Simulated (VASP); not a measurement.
# Zn24O23F (a cell with a defect) in VASP: single point with PBE

Aim: the single point of Zn24O23F (a cell with a defect) with PBE.

All numbers are computed with VASP 6.6.1; they aren't measurements. Logs are shortened: lines on timing, memory, paths and dates and some standing lists are left out, and cuts for length are marked.

### 1 The cell of the first run

The cell holds a defect, 48 atoms: a = 6.499 Å, b = 9.748 Å, c = 10.411 Å, α = 90.00°, β = 90.00°, γ = 120.00°.

### 2 Single point, PBE

INCAR reads:

```
ALGO = Normal
EDIFF = 1E-7
ENCUT = 520
GGA = PE
ISIF = 2
ISMEAR = -1
LASPH = True
LCHARG = False
LREAL = Auto
LWAVE = False
NBANDS = 246
NELECT = 432.0
NELM = 100
PREC = Accurate
SIGMA = 0.01
```

KPOINTS reads:

```
k-points
0
Gamma
  3 2 2
```

POSCAR reads:

```
Zn24O23F
1.0
    6.4986160000      0.0000000000      0.0000000000
   -4.8739620000      8.4419498181      0.0000000000
    0.0000000000      0.0000000000     10.4114180000
Zn F O
24 1 23
Direct
    0.1537995595      0.2318081170      0.2552138002
    0.1659840428      0.2236292415      0.7485835715
    0.1698869535      0.5574657327      0.2486533517
    0.1667375042      0.5555868230      0.7493968508
    0.1498075594      0.8668083958      0.2557047224
    0.1649929219      0.8866074188      0.7484390886
    0.6946255834      0.2327973986      0.2549631350
    0.6695616499      0.2238802117      0.7488125101
    0.6650524840      0.5553152188      0.2501318930
    0.6665436782      0.5553939529      0.7491009267
    0.6662581588      0.8879690046      0.2517617763
    0.6662086433      0.8882808965      0.7491891177
    0.3331775614      0.1108853157     -0.0211619036
    0.3333737315      0.1110133715      0.5027870858
    0.3347530113      0.4460609058     -0.0027230449
    0.3347006042      0.4459325237      0.5007329923
    0.3346404593      0.7772395154     -0.0027025339
    0.3337155234      0.7765851754      0.5010204064
    0.8318514058      0.1093437739     -0.0024906957
    0.8319608002      0.1096132888      0.5023921864
    0.8347701151      0.4465743442     -0.0020115166
    0.8343423267      0.4459482986      0.5006289856
    0.8309119278      0.7768755117     -0.0022676938
    0.8317253454      0.7772421611      0.5012619904
    0.3331710317      0.1109864520      0.1903542941
    0.3334125556      0.1111033938      0.6929795885
    0.3341615181      0.4442378148      0.1883955032
    0.3333153531      0.4446270811      0.6901007169
    0.3362042132      0.7793815582      0.1883454532
    0.3332823429      0.7775375775      0.6902998866
    0.8317405104      0.1093313822      0.1889055990
    0.8331737124      0.1111375796      0.6913526712
    0.8336263416      0.4457952748      0.1890859220
    0.8337505734      0.4447298464      0.6900421635
    0.8319615778      0.7782889842      0.1887562728
    0.8331005160      0.7776095973      0.6905043768
    0.1668701562      0.2214371998      0.4404566385
    0.1658284569      0.2227212774      0.9415432507
    0.1663526124      0.5551430894      0.4383816724
    0.1666701445      0.5555617249      0.9399314967
    0.1676232695      0.8899321152      0.4406100740
    0.1656393087      0.8877093435      0.9412896894
    0.6652317186      0.2215131482      0.4402353561
    0.6684174752      0.2231487049      0.9418185379
    0.6670025559      0.5558291143      0.4394872423
    0.6666668239      0.5555064920      0.9395794504
    0.6666295965      0.8889943843      0.4406512137
    0.6667860845      0.8888802664      0.9395959278
```

Potentials or basis: VASP PAW PBE potentials, release 64 (Zn, F, O).

Command:

```bash
> cat potpaw_PBE.64/Zn/POTCAR potpaw_PBE.64/F/POTCAR potpaw_PBE.64/O/POTCAR > POTCAR
> mpirun -np 1 vasp_std > vasp.out
```

OUTCAR:

```text
EDIFF = 1E-7
   ENCUT = 520
   GGA = PE
   ISIF = 2
   ISMEAR = -1
   LASPH = True
   LREAL = Auto
   NELECT = 432.0
   NELM = 100
   PREC = Accurate

 ion  position               nearest neighbor table
   1  0.154  0.232  0.255-  27 1.93  37 1.94  31 1.95  25 2.14   7 2.99
   2  0.166  0.224  0.749-  28 1.96  32 1.97  26 1.98  38 2.01
   3  0.170  0.557  0.249-  39 1.98  29 1.98  27 1.98  33 1.99
   4  0.167  0.556  0.749-  30 1.97  28 1.97  34 1.97  40 1.98
   5  0.150  0.867  0.256-  35 1.93  29 1.93  41 1.94  25 2.17
   6  0.165  0.887  0.748-  36 1.96  30 1.96  26 1.98  42 2.01
   7  0.695  0.233  0.255-  33 1.93  43 1.94  31 1.95  25 2.14   1 2.99
   8  0.670  0.224  0.749-  34 1.96  32 1.97  26 1.98  44 2.01
   9  0.665  0.555  0.250-  27 1.97  45 1.97  33 1.98  35 1.99
  10  0.667  0.555  0.749-  36 1.97  28 1.97  34 1.97  46 1.98
  11  0.666  0.888  0.252-  47 1.97  35 1.97  29 1.97  31 1.98
  12  0.666  0.888  0.749-  36 1.97  30 1.97  32 1.98  48 1.98
  13  0.333  0.111  0.979-  42 1.92  38 1.93  44 1.93  25 2.20
[... 33 lines left out ...]
  47  0.667  0.889  0.441-  11 1.97  20 1.97  24 1.98  18 1.98
  48  0.667  0.889  0.940-  19 1.96  17 1.96  23 1.96  12 1.98

  LATTYP: Found a simple monoclinic cell.
 ALAT       =     6.4986160000
 B/A-ratio  =     1.6020977390
 C/A-ratio  =     1.3228756555
 COS(beta)  =    -0.1889822365

  Lattice vectors:

 A1 = (   6.4986160000,   0.0000000000,   0.0000000000)
 A2 = (   0.0000000000,   0.0000000000,  10.4114180000)
 A3 = (  -1.6246540000,  -8.4419498181,   0.0000000000)

Analysis of symmetry for initial positions (statically):
=====================================================================
 Subroutine PRICEL returns:
 Original cell was already a primitive cell.

 Routine SETGRP: Setting up the symmetry group for a
 simple monoclinic supercell.

 Subroutine GETGRP returns: Found  1 space group operations
 (whereof  1 operations were pure point group operations)
 out of a pool of  4 trial point group operations.

The static configuration has the point symmetry C_1 .

Analysis of symmetry for dynamics (positions and initial velocities):
=====================================================================
 Subroutine PRICEL returns:
 Original cell was already a primitive cell.

 Routine SETGRP: Setting up the symmetry group for a
 simple monoclinic supercell.

 Subroutine GETGRP returns: Found  1 space group operations
 (whereof  1 operations were pure point group operations)
 out of a pool of  4 trial point group operations.

The dynamic configuration has the point symmetry C_1 .

 Subroutine INISYM returns: Found  1 space group operations
 (whereof  1 operations are pure point group operations),
 and found     1 'primitive' translations

----------------------------------------------------------------------------------------

                                     Primitive cell

  volume of cell :     571.1807

  direct lattice vectors                    reciprocal lattice vectors
     6.498616000  0.000000000  0.000000000     0.153878918  0.088842035  0.000000000
    -4.873962000  8.441949818  0.000000000     0.000000000  0.118456046  0.000000000
     0.000000000  0.000000000 10.411418000     0.000000000  0.000000000  0.096048396

  length of vectors
     6.498616000  9.747924000 10.411418000     0.177684070  0.118456046  0.096048396

  position of ions in fractional coordinates (direct lattice)
     0.153799560  0.231808117  0.255213800
     0.165984043  0.223629241  0.748583571
     0.169886953  0.557465733  0.248653352
     0.166737504  0.555586823  0.749396851
     0.149807559  0.866808396  0.255704722
     0.164992922  0.886607419  0.748439089
[... 40 lines left out ...]
     0.666629597  0.888994384  0.440651214
     0.666786085  0.888880266  0.939595928

  ion indices of the primitive-cell ions
[... 73 lines left out ...]
|           W    W    AA    RRRRR   N    N  II  N    N   GGGG   !!!           |
|           W    W   A  A   R    R  NN   N  II  NN   N  G    G  !!!           |
|           W    W  A    A  R    R  N N  N  II  N N  N  G       !!!           |
|           W WW W  AAAAAA  RRRRR   N  N N  II  N  N N  G  GGG   !            |
|           WW  WW  A    A  R   R   N   NN  II  N   NN  G    G                |
|           W    W  A    A  R    R  N    N  II  N    N   GGGG   !!!           |
|                                                                             |
|     Your reciprocal lattice and k-lattice belong to different lattice       |
|     classes:                                                                |
|                                                                             |
|        The reciprocal lattice is simple monoclinic,                         |
|        whereas your k-lattice is hexagonal.                                 |
|                                                                             |
|     Results are often still useful ...                                      |
|                                                                             |
 -----------------------------------------------------------------------------

 Subroutine IBZKPT returns following result:
 ===========================================

 Found      8 irreducible k-points:

 Following reciprocal coordinates:
            Coordinates               Weight
  0.000000  0.000000  0.000000      1.000000
  0.333333  0.000000  0.000000      2.000000
  0.000000  0.500000  0.000000      1.000000
  0.333333  0.500000  0.000000      2.000000
  0.000000  0.000000  0.500000      1.000000
  0.333333  0.000000  0.500000      2.000000
  0.000000  0.500000  0.500000      1.000000
  0.333333  0.500000  0.500000      2.000000
   k-points           NKPTS =      8   k-points in BZ     NKDIM =      8   number of bands    NBANDS=    246
   number of dos      NEDOS =    301   number of ions     NIONS =     48
   total plane-waves  NPLWV = 276480
   dimension x,y,z NGX =    48 NGY =   72 NGZ =   80
   dimension x,y,z NGXF=    96 NGYF=  144 NGZF=  160
   ions per type =              24   1  23
   NGX,Y,Z   is equivalent  to a cutoff of  12.28, 12.28, 12.77 a.u.
   NGXF,Y,Z  is equivalent  to a cutoff of  24.56, 24.56, 25.55 a.u.
 SYSTEM =  unknown system
   PREC   = accura    normal or accurate (medium, high low for compatibility)
   ISTART =      0    job   : 0-new  1-cont  2-samecut
   ICHARG =      2    charge: 1-file 2-atom 10-const
   ISPIN  =      1    spin polarized calculation?
   LNONCOLLINEAR =      F non collinear calculations
   LSORBIT =      F    spin-orbit coupling
   LASPH  =      T    aspherical Exc in radial PAW
   ENCUT  =  520.0 eV  38.22 Ry    6.18 a.u.  12.08 18.12 19.36*2*pi/ulx,y,z
   NELM   =    100;   NELMIN=  2; NELMDL= -5     # of ELM steps
   EDIFF  = 0.1E-06   stopping-criterion for ELM
   LREAL  =      T    real-space projection
   EDIFFG = 0.1E-05   stopping-criterion for IOM
   NSW    =      0    number of steps for IOM
   IBRION =     -1    ionic relax: 0-MD 1-quasi-New 2-CG
   NFREE  =      0    steps in history (QN), initial steepest desc. (CG)
   ISIF   =      2    stress and relaxation
   ISYM   =      2    0-nonsym 1-usesym 2-fastsym
   POTIM  = 0.5000    time-step for ionic-motion
   TEBEG  =    0.0;   TEEND  =   0.0 temperature during run
   PSTRESS=    0.0 pullay stress
   NELECT =     432.0000    total number of electrons
   NUPDOWN=      -1.0000    fix difference up-down
   EMIN   =  10.00;   EMAX   =-10.00  energy-range for DOS
   EFERMI =   0.00;   METHOD = LEGACY
   ISMEAR =    -1;   SIGMA  =   0.01  broadening in eV -4-tet -1-fermi 0-gaus
   EFERMI_NEDOS =   21; number of points for ismear=-14 and -15
   IALGO  =     38    algorithm
   IMIX   =      4    mixing-type and parameters
     AMIX     =   0.40;   BMIX     =  1.00
     AMIX_MAG =   1.60;   BMIX_MAG =  1.00
  volume/ion in A,a.u.               =      11.90        80.30
  Fermi-wavevector in a.u.,A,eV,Ry     =   1.491574  2.818667 30.270160  2.224794
  Thomas-Fermi vector in A             =   2.604212
   LORBIT       =      0    0 simple, 1 ext, 2 COOP (PROOUT), +10 PAW based schemes
   GGA     = PE    functional components
   LHFCALC =     F    Hartree Fock is set to
   AEXX    =    0.0000 exact exchange contribution
   IVDW    =     0    specifies the selected vdW correction
   LEPSILON=     F    determine dielectric tensor
   LRPA    =     F    only Hartree local field effects (RPA)
 non-spin polarized calculation
  energy-cutoff  :      520.00
  volume of cell :      571.18
 maximum number of plane-waves:     15404
   NGX = 25   NGY = 37   NGZ = 39

 number of electron     432.0000310 magnetization

 Free energy of the ion-electron system (eV)
  ---------------------------------------------------
  ext. energy  EPLUGINS =         0.00000000
  ---------------------------------------------------
  free energy    TOTEN  =      -213.54116617 eV

  energy without entropy =     -213.54116617  energy(sigma->0) =     -213.54116617

 E-fermi :   1.4722     XC(G=0): -10.8727

 val. band max:        1.2208672033   @ k =   0.0000   0.0000   0.0000
 cond. band min:       1.9509633866   @ k =   0.0000   0.0000   0.0000
 fundamental gap:      0.7300961833
 Fermi energy:         1.4721873602

 k-point     1 :       0.0000    0.0000    0.0000
  band No.  band energies     occupation
      1     -22.3842      2.00000
      2     -16.9034      2.00000
      3     -16.5755      2.00000
      4     -16.5598      2.00000
      5     -16.5047      2.00000
      6     -16.4661      2.00000
[... 1837 lines left out ...]
    227       6.9587      0.00000
    228       7.0473      0.00000
 [bands above 228 left out]

------------------------ aborting loop because EDIFF is reached ----------------------------------------

  FORCE on cell =-STRESS in cart. coord.  units (eV):
  Direction    XX          YY          ZZ          XY          YZ          ZX
  --------------------------------------------------------------------------------------
  -------------------------------------------------------------------------------------
  Total       16.4953925     16.3036494     18.2490612      0.0112904     -0.0298295      0.0091456
  in kB       46.2700225     45.7321780     51.1891108      0.0316698     -0.0836724      0.0256538
  external PRESSURE =      47.7304371 kB  Pullay stress =       0.0000000 kB

 VOLUME and BASIS-vectors are now :
 -----------------------------------------------------------------------------
  energy-cutoff  :      520.00
  volume of cell :      571.18
      direct lattice vectors                 reciprocal lattice vectors
     6.498616000  0.000000000  0.000000000     0.153878918  0.088842035  0.000000000
    -4.873962000  8.441949818  0.000000000     0.000000000  0.118456046  0.000000000
     0.000000000  0.000000000 10.411418000     0.000000000  0.000000000  0.096048396

 POSITION                                       TOTAL-FORCE (eV/Angst)
 -----------------------------------------------------------------------------------
     -0.13034      1.95691      2.65714         0.026837     -0.024187     -0.006891
     -0.01129      1.88787      7.79382         0.005040     -0.004175      0.020926
     -1.61304      4.70610      2.58883        -0.006431     -0.003529      0.000842
     -1.62435      4.69024      7.80228        -0.000012      0.001128      0.005632
     -3.25125      7.31755      2.66225        -0.005246      0.030375     -0.006618
     -3.24907      7.48470      7.79231        -0.000694      0.005385      0.022210
[... 40 lines left out ...]
     -0.00076      7.50485      4.58780         0.000410      0.000069     -0.000096
      0.00082      7.50388      9.78253         0.000139     -0.002649     -0.009674
 -----------------------------------------------------------------------------------
    total drift:                               -0.003177     -0.006383     -0.118779

  FREE ENERGIE OF THE ION-ELECTRON SYSTEM (eV)
  ---------------------------------------------------
  free  energy   TOTEN  =      -213.5411661700 eV

  energy  without entropy=     -213.5411661700  energy(sigma->0) =     -213.54116617
```

It took 31 min on 1 thread of Intel Xeon 6975P-C (Granite Rapids), shared host; peak memory 1 GiB.

Results:

```yaml
Free_energy: -213.5412 eV
Largest_force: 0.037 eV/Å
```

Forces on the atoms (eV/Å):
```
Zn   0.027 -0.024 -0.007
Zn   0.005 -0.004  0.021
Zn  -0.006 -0.004  0.001
Zn   0.000  0.001  0.006
Zn  -0.005  0.030 -0.007
Zn  -0.001  0.005  0.022
Zn  -0.026 -0.017 -0.008
Zn  -0.005 -0.003  0.022
Zn   0.007  0.016  0.002
Zn   0.000  0.001  0.004
Zn   0.005 -0.001  0.003
Zn   0.000  0.002  0.006
Zn   0.000 -0.005  0.026
Zn   0.001 -0.003 -0.010
Zn  -0.001 -0.007  0.000
Zn   0.000 -0.004 -0.002
Zn  -0.009  0.005  0.003
Zn  -0.005  0.004 -0.003
Zn   0.002  0.009  0.002
Zn   0.000  0.005 -0.008
Zn   0.000 -0.007  0.002
Zn   0.000 -0.005 -0.003
Zn   0.010  0.007  0.007
Zn   0.005  0.005 -0.004
F    0.004 -0.003  0.004
O    0.000  0.000  0.007
O    0.003  0.012 -0.020
O    0.002  0.003 -0.006
O    0.010  0.002 -0.015
O    0.004  0.000 -0.006
O   -0.003 -0.019 -0.023
O   -0.003 -0.004  0.007
O   -0.004  0.013 -0.017
O   -0.002  0.002 -0.007
O   -0.010 -0.005 -0.016
O   -0.005 -0.002 -0.002
O    0.008 -0.003  0.020
O   -0.015  0.011 -0.003
O    0.000 -0.001 -0.001
O    0.000 -0.003 -0.008
O    0.001  0.008  0.019
O   -0.001 -0.016 -0.002
O   -0.006 -0.002  0.018
O    0.013  0.012 -0.003
O   -0.001 -0.004 -0.005
O    0.000 -0.001 -0.009
O    0.000  0.000  0.000
O    0.000 -0.003 -0.010
```

Caveat: the cell carries a net charge on a neutralising background, which shifts energy and pressure; the cell is charged against a uniform background, so pressure and absolute levels hang on convention.
